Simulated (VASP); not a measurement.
# BaS (Fm-3m) in VASP: settings compared

The runs below take BaS through single point, with PBE, r2SCAN.

Everything below comes from runs of VASP 6.6.1. Logs are shortened: lines on timing, memory, paths and dates and some standing lists are left out, and cuts for length are marked.

## Step 1: The cell of the first run

Symmetry: Fm-3m, No. 225, cubic system. Conventional cell: a = 6.424 Å, b = 6.424 Å, c = 6.424 Å, α = 90.00°, β = 90.00°, γ = 90.00°. Ba (site symmetry m-3m) has 6 S at 3.21 Å within 4.2 Å. Within 4.2 Å of S (site symmetry m-3m) lie 6 Ba at 3.21 Å.

## Step 2: Single point, PBE

Contents of INCAR:

```
SYSTEM = BaS
ALGO = Normal
EDIFF = 1E-6
ENCUT = 520
GGA = PE
ISIF = 2
ISMEAR = 0
LASPH = .True.
LCHARG = .True.
LELF = .True.
LREAL = .False.
LVHAR = .True.
LWAVE = .False.
NBANDS = 15
NELM = 100
PREC = Accurate
SIGMA = 0.01
```

Contents of KPOINTS:

```
k-points
0
Gamma
  6 6 6
  0 0 0
```

Contents of POSCAR:

```
BaS
1.0
    0.0000000000      3.2117958744      3.2117958744
    3.2117958744      0.0000000000      3.2117958744
    3.2117958744      3.2117958744      0.0000000000
Ba S
1 1
Direct
    0.0000000000      0.0000000000      0.0000000000
    0.5000000000      0.5000000000      0.5000000000
```

Potentials or basis: VASP PAW PBE potentials, release 64 (Ba_sv, S).

The run is started by

```console
> cat potpaw_PBE.64/Ba_sv/POTCAR potpaw_PBE.64/S/POTCAR > POTCAR
> mpirun -np 1 vasp_std > vasp.out
```

OUTCAR:

```text
SYSTEM = BaS
   EDIFF = 1E-6
   ENCUT = 520
   GGA = PE
   ISIF = 2
   ISMEAR = 0
   LASPH = .True.
   LREAL = .False.
   NELM = 100
   PREC = Accurate

 ion  position               nearest neighbor table
   1  0.000  0.000  0.000-   2 3.21   2 3.21   2 3.21   2 3.21   2 3.21   2 3.21
   2  0.500  0.500  0.500-   1 3.21   1 3.21   1 3.21   1 3.21   1 3.21   1 3.21

  LATTYP: Found a face centered cubic cell.
 ALAT       =     6.4235917488

  Lattice vectors:

 A1 = (   0.0000000000,   3.2117958744,   3.2117958744)
 A2 = (   3.2117958744,   0.0000000000,   3.2117958744)
 A3 = (   3.2117958744,   3.2117958744,   0.0000000000)

Analysis of symmetry for initial positions (statically):
=====================================================================
 Subroutine PRICEL returns:
 Original cell was already a primitive cell.

 Routine SETGRP: Setting up the symmetry group for a
 face centered cubic supercell.

 Subroutine GETGRP returns: Found 48 space group operations
 (whereof 48 operations were pure point group operations)
 out of a pool of 48 trial point group operations.

The static configuration has the point symmetry O_h .

Analysis of symmetry for dynamics (positions and initial velocities):
=====================================================================
 Subroutine PRICEL returns:
 Original cell was already a primitive cell.

 Routine SETGRP: Setting up the symmetry group for a
 face centered cubic supercell.

 Subroutine GETGRP returns: Found 48 space group operations
 (whereof 48 operations were pure point group operations)
 out of a pool of 48 trial point group operations.

The dynamic configuration has the point symmetry O_h .

 Subroutine INISYM returns: Found 48 space group operations
 (whereof 48 operations are pure point group operations),
 and found     1 'primitive' translations

----------------------------------------------------------------------------------------

                                     Primitive cell

  volume of cell :      66.2634

  direct lattice vectors                    reciprocal lattice vectors
     0.000000000  3.211795874  3.211795874    -0.155676145  0.155676145  0.155676145
     3.211795874  0.000000000  3.211795874     0.155676145 -0.155676145  0.155676145
     3.211795874  3.211795874  0.000000000     0.155676145  0.155676145 -0.155676145

  length of vectors
     4.542165285  4.542165285  4.542165285     0.269638993  0.269638993  0.269638993

  position of ions in fractional coordinates (direct lattice)
     0.000000000  0.000000000  0.000000000
     0.500000000  0.500000000  0.500000000

  ion indices of the primitive-cell ions
   primitive index   ion index
                 1           1
                 2           2

----------------------------------------------------------------------------------------

 KPOINTS: k-points

Automatic generation of k-mesh.
 Grid dimensions read from file:
 generate k-points for:    6    6    6

 Generating k-lattice:

  Cartesian coordinates                     Fractional coordinates (reciprocal lattice)
    -0.025946024  0.025946024  0.025946024     0.166666667  0.000000000  0.000000000
     0.025946024 -0.025946024  0.025946024     0.000000000  0.166666667  0.000000000
     0.025946024  0.025946024 -0.025946024     0.000000000  0.000000000  0.166666667

  Length of vectors
     0.044939832  0.044939832  0.044939832

  Shift w.r.t. Gamma in fractional coordinates (k-lattice)
     0.000000000  0.000000000  0.000000000

 Subroutine IBZKPT returns following result:
 ===========================================

 Found     16 irreducible k-points:

 Following reciprocal coordinates:
            Coordinates               Weight
  0.000000  0.000000  0.000000      1.000000
  0.166667  0.000000  0.000000      8.000000
  0.333333  0.000000  0.000000      8.000000
  0.500000  0.000000  0.000000      4.000000
  0.166667  0.166667  0.000000      6.000000
  0.333333  0.166667  0.000000     24.000000
[... 8 lines left out ...]
 -0.333333  0.333333  0.166667     24.000000
 -0.333333  0.500000  0.166667     12.000000
   k-points           NKPTS =     16   k-points in BZ     NKDIM =     16   number of bands    NBANDS=     15
   number of dos      NEDOS =    301   number of ions     NIONS =      2
   total plane-waves  NPLWV =  46656
   dimension x,y,z NGX =    36 NGY =   36 NGZ =   36
   dimension x,y,z NGXF=    72 NGYF=   72 NGZF=   72
   ions per type =               1   1
   NGX,Y,Z   is equivalent  to a cutoff of  13.18, 13.18, 13.18 a.u.
   NGXF,Y,Z  is equivalent  to a cutoff of  26.35, 26.35, 26.35 a.u.
 SYSTEM =  BaS
   PREC   = accura    normal or accurate (medium, high low for compatibility)
   ISTART =      0    job   : 0-new  1-cont  2-samecut
   ICHARG =      2    charge: 1-file 2-atom 10-const
   ISPIN  =      1    spin polarized calculation?
   LNONCOLLINEAR =      F non collinear calculations
   LSORBIT =      F    spin-orbit coupling
   LASPH  =      T    aspherical Exc in radial PAW
   ENCUT  =  520.0 eV  38.22 Ry    6.18 a.u.   8.45  8.45  8.45*2*pi/ulx,y,z
   NELM   =    100;   NELMIN=  2; NELMDL= -5     # of ELM steps
   EDIFF  = 0.1E-05   stopping-criterion for ELM
   LREAL  =      F    real-space projection
   EDIFFG = 0.1E-04   stopping-criterion for IOM
   NSW    =      0    number of steps for IOM
   IBRION =     -1    ionic relax: 0-MD 1-quasi-New 2-CG
   NFREE  =      0    steps in history (QN), initial steepest desc. (CG)
   ISIF   =      2    stress and relaxation
   ISYM   =      2    0-nonsym 1-usesym 2-fastsym
   POTIM  = 0.5000    time-step for ionic-motion
   TEBEG  =    0.0;   TEEND  =   0.0 temperature during run
   PSTRESS=    0.0 pullay stress
   NELECT =      16.0000    total number of electrons
   NUPDOWN=      -1.0000    fix difference up-down
   EMIN   =  10.00;   EMAX   =-10.00  energy-range for DOS
   EFERMI =   0.00;   METHOD = LEGACY
   ISMEAR =     0;   SIGMA  =   0.01  broadening in eV -4-tet -1-fermi 0-gaus
   EFERMI_NEDOS =   21; number of points for ismear=-14 and -15
   IALGO  =     38    algorithm
   IMIX   =      4    mixing-type and parameters
     AMIX     =   0.40;   BMIX     =  1.00
     AMIX_MAG =   1.60;   BMIX_MAG =  1.00
  volume/ion in A,a.u.               =      33.13       223.58
  Fermi-wavevector in a.u.,A,eV,Ry     =   1.019429  1.926441 14.139651  1.039235
  Thomas-Fermi vector in A             =   2.152942
   LORBIT       =      0    0 simple, 1 ext, 2 COOP (PROOUT), +10 PAW based schemes
   GGA     = PE    functional components
   LHFCALC =     F    Hartree Fock is set to
   AEXX    =    0.0000 exact exchange contribution
   IVDW    =     0    specifies the selected vdW correction
   LEPSILON=     F    determine dielectric tensor
   LRPA    =     F    only Hartree local field effects (RPA)
 non-spin polarized calculation
 Gauss-broadening in eV      SIGMA  =   0.01
  energy-cutoff  :      520.00
  volume of cell :       66.26
 maximum number of plane-waves:      1807
 NGX is ok and might be reduce to    36
   NGX = 17   NGY = 17   NGZ = 17

 number of electron      16.0000002 magnetization

 Free energy of the ion-electron system (eV)
  ---------------------------------------------------
  ext. energy  EPLUGINS =         0.00000000
  ---------------------------------------------------
  free energy    TOTEN  =       -10.19189773 eV

  energy without entropy =      -10.19189773  energy(sigma->0) =      -10.19189773

 E-fermi :   1.4087     XC(G=0):  -8.5557

 val. band max:        1.3672213338   @ k =   0.0000   0.0000   0.0000
 cond. band min:       3.5019665750   @ k =   0.5000   0.5000   0.0000
 fundamental gap:      2.1347452413
 Fermi energy:         1.4086850616

 k-point     1 :       0.0000    0.0000    0.0000
  band No.  band energies     occupation
      1     -24.7617      2.00000
      2      -9.8191      2.00000
      3      -9.8191      2.00000
      4      -9.8191      2.00000
      5      -8.9673      2.00000
      6       1.3672      2.00000
      7       1.3672      2.00000
      8       1.3672      2.00000
      9       4.8846      0.00000
     10       5.2328      0.00000
     11       5.2328      0.00000
     12       5.2328      0.00000
     13       6.1410      0.00000
     14       6.1410      0.00000
     15      10.0724      0.00000

 k-point     2 :       0.1667    0.0000    0.0000
  band No.  band energies     occupation
      1     -24.7515      2.00000
      2     -10.2299      2.00000
      3      -9.8284      2.00000
      4      -9.8284      2.00000
      5      -8.5331      2.00000
      6       0.7266      2.00000
      7       1.0354      2.00000
      8       1.0354      2.00000
      9       5.2651      0.00000
     10       5.6333      0.00000
     11       5.6333      0.00000
     12       5.8538      0.00000
     13       6.8980      0.00000
     14       6.8980      0.00000
     15      11.1052      0.00000

 k-point     3 :       0.3333    0.0000    0.0000
  band No.  band energies     occupation
      1     -24.7309      2.00000
      2     -10.7034      2.00000
      3      -9.8467      2.00000
      4      -9.8467      2.00000
      5      -8.0089      2.00000
      6      -0.1702      2.00000
      7       0.5233      2.00000
      8       0.5233      2.00000
      9       5.8100      0.00000
     10       6.6960      0.00000
     11       6.6960      0.00000
     12       7.2946      0.00000
     13       8.6073      0.00000
     14       8.6073      0.00000
     15      11.6281      0.00000

 k-point     4 :       0.5000    0.0000    0.0000
  band No.  band energies     occupation
      1     -24.7206      2.00000
      2     -10.8829      2.00000
      3      -9.8557      2.00000
      4      -9.8557      2.00000
      5      -7.8015      2.00000
      6      -0.5324      2.00000
      7       0.3126      2.00000
      8       0.3126      2.00000
      9       6.8512      0.00000
     10       7.0064      0.00000
     11       7.6095      0.00000
     12       7.6095      0.00000
     13      10.1679      0.00000
     14      10.1683      0.00000
     15      10.2889      0.00000
[... 163 lines left out ...]
 k-point    14 :       0.5000    0.3333    0.1667
  band No.  band energies     occupation
      1     -24.7179      2.00000
      2     -10.5521      2.00000
      3     -10.0188      2.00000
      4      -9.9242      2.00000
      5      -8.2411      2.00000
      6       0.0850      2.00000
      7       0.5614      2.00000
      8       0.9726      2.00000
      9       4.8403      0.00000
     10       6.8107      0.00000
     11       7.5009      0.00000
     12       7.7484      0.00000
     13       8.6192      0.00000
     14      10.0994      0.00000
     15      10.3796      0.00000

 k-point    15 :      -0.3333    0.3333    0.1667
  band No.  band energies     occupation
      1     -24.7113      2.00000
      2     -10.5459      2.00000
      3     -10.0708      2.00000
      4      -9.9794      2.00000
      5      -8.2319      2.00000
      6       0.1068      2.00000
      7       0.6721      2.00000
      8       0.7308      2.00000
      9       5.8045      0.00000
     10       5.9066      0.00000
     11       7.9037      0.00000
     12       8.2835      0.00000
     13       8.6494      0.00000
     14      10.6132      0.00000
     15      10.7132      0.00000

 k-point    16 :      -0.3333    0.5000    0.1667
  band No.  band energies     occupation
      1     -24.7082      2.00000
      2     -10.2458      2.00000
      3     -10.2066      2.00000
      4     -10.0693      2.00000
      5      -8.4884      2.00000
      6       0.4869      2.00000
      7       0.8242      2.00000
      8       0.9766      2.00000
      9       4.5738      0.00000
     10       6.8590      0.00000
     11       7.4720      0.00000
     12       8.2522      0.00000
     13       8.7872      0.00000
     14       9.5726      0.00000
     15      11.0728      0.00000

------------------------ aborting loop because EDIFF is reached ----------------------------------------

  FORCE on cell =-STRESS in cart. coord.  units (eV):
  Direction    XX          YY          ZZ          XY          YZ          ZX
  --------------------------------------------------------------------------------------
  -------------------------------------------------------------------------------------
  Total        0.2693317      0.2693317      0.2693317      0.0000000      0.0000000      0.0000000
  in kB        6.5121484      6.5121484      6.5121484      0.0000000      0.0000000      0.0000000
  external PRESSURE =       6.5121484 kB  Pullay stress =       0.0000000 kB

 VOLUME and BASIS-vectors are now :
 -----------------------------------------------------------------------------
  energy-cutoff  :      520.00
  volume of cell :       66.26
      direct lattice vectors                 reciprocal lattice vectors
     0.000000000  3.211795874  3.211795874    -0.155676145  0.155676145  0.155676145
     3.211795874  0.000000000  3.211795874     0.155676145 -0.155676145  0.155676145
     3.211795874  3.211795874  0.000000000     0.155676145  0.155676145 -0.155676145

 POSITION                                       TOTAL-FORCE (eV/Angst)
 -----------------------------------------------------------------------------------
      0.00000      0.00000      0.00000         0.000000      0.000000     -0.000000
      3.21180      3.21180      3.21180         0.000000      0.000000      0.000000
 -----------------------------------------------------------------------------------
    total drift:                                0.000000      0.000000      0.000000

  FREE ENERGIE OF THE ION-ELECTRON SYSTEM (eV)
  ---------------------------------------------------
  free  energy   TOTEN  =       -10.1918977292 eV

  energy  without entropy=      -10.1918977292  energy(sigma->0) =      -10.19189773
```

Run time: 12 s. Hardware: 1 thread of Intel Xeon Platinum 8559C (Emerald Rapids), shared host; peak memory 0.2 GiB.

Results:

```
Free energy            : -10.1919 eV
Pressure               : 0.7 GPa
Band gap on the k mesh : 2.13 eV, indirect (least direct gap 2.28 eV)
```

Levels at points of the mesh, in eV from the valence-band top:
```
           k point  band 5  band 6  band 7  band 8  band 9  band 10  band 11  band 12
(0.00, 0.00, 0.00)  -10.33    0.00    0.00    0.00    3.52     3.87     3.87     3.87
(0.50, 0.00, 0.00)   -9.17   -1.90   -1.05   -1.05    5.48     5.64     6.24     6.24
(0.50, 0.50, 0.00)  -10.24   -0.54   -0.15   -0.15    2.13     5.89     5.92     7.40
```

Caveat: spin-orbit coupling is left out, which moves the levels of the heavy elements. A k mesh can miss the band edges.

## Step 3: Single point, PBE

Contents of INCAR:

```
PREC = Accurate
ENCUT = 520
EDIFF = 1E-6
ISMEAR = 0
SIGMA = 0.01
LREAL = F
LASPH = T
NELM = 80
ALGO = Normal
ISIF = 2
LWAVE = F
LCHARG = F
GGA = PE
NBANDS = 15
```

Contents of KPOINTS:

```
Automatic mesh
0
Gamma
  6 6 6
```

POSCAR is that of step 2.

Potentials or basis: VASP PAW PBE potentials, release 64 (Ba_sv, S).

The run is started by

```console
> cat potpaw_PBE.64/Ba_sv/POTCAR potpaw_PBE.64/S/POTCAR > POTCAR
> mpirun -np 1 vasp_std > vasp.out
```

Wall time 12 s (1 thread of Intel Xeon Platinum 8559C (Emerald Rapids), shared host); peak memory 0.2 GiB.

It converged, with:

```yaml
Free_energy: -10.1919 eV
Pressure: 0.7 GPa
Band_gap_on_the_k_mesh: 2.13 eV, indirect (least direct gap 2.28 eV)
```

Levels at points of the mesh, in eV from the valence-band top:
| k point | band 4 | band 5 | band 6 | band 7 | band 8 | band 9 | band 10 | band 11 | band 12 | band 13 |
| --- | --- | --- | --- | --- | --- | --- | --- | --- | --- | --- |
| (0.00, 0.00, 0.00) | -11.19 | -10.33 | 0.00 | 0.00 | 0.00 | 3.52 | 3.87 | 3.87 | 3.87 | 4.77 |
| (0.50, 0.00, 0.00) | -11.22 | -9.17 | -1.90 | -1.05 | -1.05 | 5.48 | 5.64 | 6.24 | 6.24 | 8.80 |
| (0.50, 0.50, 0.00) | -11.37 | -10.24 | -0.54 | -0.15 | -0.15 | 2.13 | 5.89 | 5.92 | 7.40 | 7.40 |

Caveat: spin-orbit coupling is left out, which moves the levels of the heavy elements. A hybrid or GW would open this gap; PBE tends to underestimate it.

## Step 4: Single point, r2SCAN

POSCAR is that of step 3.

Contents of INCAR.step1:

```
SYSTEM = BaS
PREC = Accurate
ENCUT = 520
ISMEAR = 0
SIGMA = 0.01
LREAL = .False.
LASPH = .True.
NELM = 100
NBANDS = 15
GGA = PE
ALGO = Normal
EDIFF = 1E-4
LWAVE = .True.
LCHARG = .False.
```

Contents of INCAR.step2:

```
SYSTEM = BaS
PREC = Accurate
ENCUT = 520
EDIFF = 1E-6
ISMEAR = 0
SIGMA = 0.01
LREAL = .False.
LASPH = .True.
NELM = 100
ALGO = Normal
ISIF = 2
LWAVE = .False.
LCHARG = .False.
METAGGA = R2SCAN
LMIXTAU = .True.
NBANDS = 15
ISTART = 1
```

Contents of KPOINTS:

```
regular mesh
0
Gamma
  6 6 6
  0 0 0
```

The run is started by

```console
> cat potpaw_PBE.64/Ba_sv/POTCAR potpaw_PBE.64/S/POTCAR > POTCAR
> cp INCAR.step1 INCAR
> mpirun -np 1 vasp_std > vasp.out
> cp INCAR.step2 INCAR
> mpirun -np 1 vasp_std > vasp.out
```

It took 51 s on 1 thread of Intel Xeon Platinum 8559C (Emerald Rapids), shared host; peak memory 0.22 GiB.

It converged, with:

| Quantity | Value |
| --- | --- |
| Free energy | -39.2053 eV |
| Pressure | 0.6 GPa |
| Band gap on the k mesh | 2.49 eV, indirect (least direct gap 2.63 eV) |

Levels at points of the mesh, in eV from the valence-band top:
```
           k point  band 5  band 6  band 7  band 8  band 9  band 10  band 11  band 12
(0.00, 0.00, 0.00)  -10.77    0.00    0.00    0.00    4.13     4.30     4.30     4.30
(0.50, 0.00, 0.00)   -9.51   -1.88   -1.05   -1.05    5.98     6.08     6.79     6.79
(0.50, 0.50, 0.00)  -10.68   -0.54   -0.14   -0.14    2.49     6.48     6.62     7.95
```

Caveat: the PAW data sets were made with another functional, which shifts forces and pressure a little; spin-orbit coupling is left out, which moves the levels of the heavy elements. A k mesh can miss the band edges.
